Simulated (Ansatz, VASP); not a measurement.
**Two plane-wave programs on Sc**

File INCAR:

```
PREC     = Accurate       # precision mode
ENCUT    = 520            # plane-wave cutoff, eV
EDIFF    = 1E-7           # SCF threshold, eV
ISMEAR   = -1             # smearing method
SIGMA    = 0.1            # smearing width, eV
LREAL    = False          # projectors in reciprocal space
LASPH    = True           # aspherical terms in the spheres
NELM     = 100            # most SCF steps
ALGO     = Normal         # electronic algorithm
ISIF     = 2              # what is computed and relaxed
LWAVE    = False          # write WAVECAR
LCHARG   = False          # write CHGCAR
GGA      = B5             # functional
ALDAX    = 1.0          
AGGAX    = 1.0          
AGGAC    = 1.0          
ALDAC    = 0.0          
NBANDS   = 24             # bands
```

The input KPOINTS:

```
Automatic mesh
0
Gamma
  8 8 11
```

POSCAR

```
Sc
1.0
    5.1587494447      0.0000000000      0.0000000000
   -2.5793747223      4.4676080708      0.0000000000
    0.0000000000      0.0000000000      3.2394512658
Sc
3
Direct
    1.0000000000      1.0000000000      0.0000000000
    0.3333333333      0.6666666667      0.5000000000
    0.6666666667      0.3333333333      0.5000000000
```

Input for Ansatz:

```yaml
crystal:
  lattice:
    - [5.1587494447, 0.0, 0.0]
    - [-2.5793747223, 4.4676080708, 0.0]
    - [0.0, 0.0, 3.2394512658]
  atoms:
    - { symbol: Sc, position: [1.0, 1.0, 0.0] }
    - { symbol: Sc, position: [0.3333333333, 0.6666666667, 0.5] }
    - { symbol: Sc, position: [0.6666666667, 0.3333333333, 0.5] }
hamiltonian:
  xc: blyp
  pseudopotentials:
    kind: paw
    azcp:
      Sc: "pseudopotentials/Sc.paw.azcp"
basis:
  ecutwfc: 420
  fft_grid_basis: typed
kpoints:
  mp_grid: { grid: [8, 8, 11], shift: [0, 0, 0] }
magnetization:
  spin_polarized: false
scf:
  occupations: { method: fermi_dirac, width: 0.1 }
  lower_state_search: "off"
output:
  stress: true
```

Alike in both runs: task single point; functional BLYP; k mesh 8 × 8 × 11; occupations fermi-dirac, width 0.1 eV; no spin polarisation.

|  | VASP | Ansatz |
| --- | --- | --- |
| version | VASP 6.6.1 | Ansatz 0.2.0 |
| potentials or method | VASP PAW PBE potentials, release 64 (Sc_sv), cutoff 520 eV | plane waves (420 eV) with PAW, scalar-relativistic |
| valence electrons in the cell | 33 | 33 |

```tsv
	VASP	Ansatz	Ansatz less VASP
pressure (GPa)	0.0	0.0	-0.02
```

VASP's potentials were made for PBE, not for BLYP. The functional is the same, so the differences come from potentials, cutoffs and numerics.
